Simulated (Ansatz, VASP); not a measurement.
## One calculation of CoO, two programs

```xyz
2
Lattice="1.5055 0.8692 2.4399 -1.5055 0.8692 2.4399 0.0000 -1.7384 2.4399" Properties=species:S:1:pos:R:3 pbc="T T T"
Co    0.0000    0.0000    0.0000
O     0.0000    0.0000    3.6599
```

Alike in both runs: task single point; functional PBE; k mesh 9 × 9 × 9; occupations fermi-dirac, width 0.05 eV; collinear spin; fixed moment 2 μB.

|  | VASP | Ansatz |
| --- | --- | --- |
| version | VASP 6.6.1 | Ansatz 0.2.0 |
| potentials or method | VASP PAW PBE potentials, release 64 (Co_sv, O) | Ansatz PAW |
| plane-wave cutoff (eV) | 600 | 420 |
| valence electrons in the cell | 23 | 23 |

VASP gave:

```
pressure (GPa)                                                : -10.0
traceless stress, the component that is largest in VASP (GPa) : -0.07
net moment per atom (μB)                                      : 1.00
size of the moment on the site where the two differ most (μB) : 1.85
```

Task: What did Ansatz give for the same quantities?

Result: Pressure (GPa): -7.5; traceless stress, the component that is largest in VASP (GPa): -0.06; net moment per atom (μB): 1.00; size of the moment on the site where the two differ most (μB): 1.82.

Site moments also hang on the region over which each program counts them.
